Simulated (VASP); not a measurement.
Input of a VASP 6.6.1 run:

INCAR

```
ALGO = Normal ; EDIFF = 1E-6
ENCUT = 520 ; GGA = PS
ISIF = 2 ; ISMEAR = -1
LASPH = True ; LCHARG = False
LREAL = False ; LWAVE = False
NBANDS = 16 ; NELM = 80
PREC = Accurate ; SIGMA = 0.05
```

KPOINTS

```
k-points
0
Gamma
  10 10 10
```

POSCAR

```
CuO
1.0
    0.0000000000      2.3426654489      2.3426654489
    2.3426654489      0.0000000000      2.3426654489
    2.3426654489      2.3426654489      0.0000000000
Cu O
1 1
Direct
    0.0000000000      0.0000000000      0.0000000000
    0.2500000000      0.2500000000      0.2500000000
```

Potentials or basis: VASP PAW PBE potentials, release 64 (Cu, O).

Launch:

```sh
$ cat potpaw_PBE.64/Cu/POTCAR potpaw_PBE.64/O/POTCAR > POTCAR
$ mpirun -np 1 vasp_std > vasp.out
```

(1) Predict the pressure.

## Answers

(1) -16.7 GPa.

Caveat: the PAW data sets were made with another functional, which shifts forces and pressure a little; an odd number of electrons without spin polarisation forces a metal; a magnetic or distorted state may lie lower.
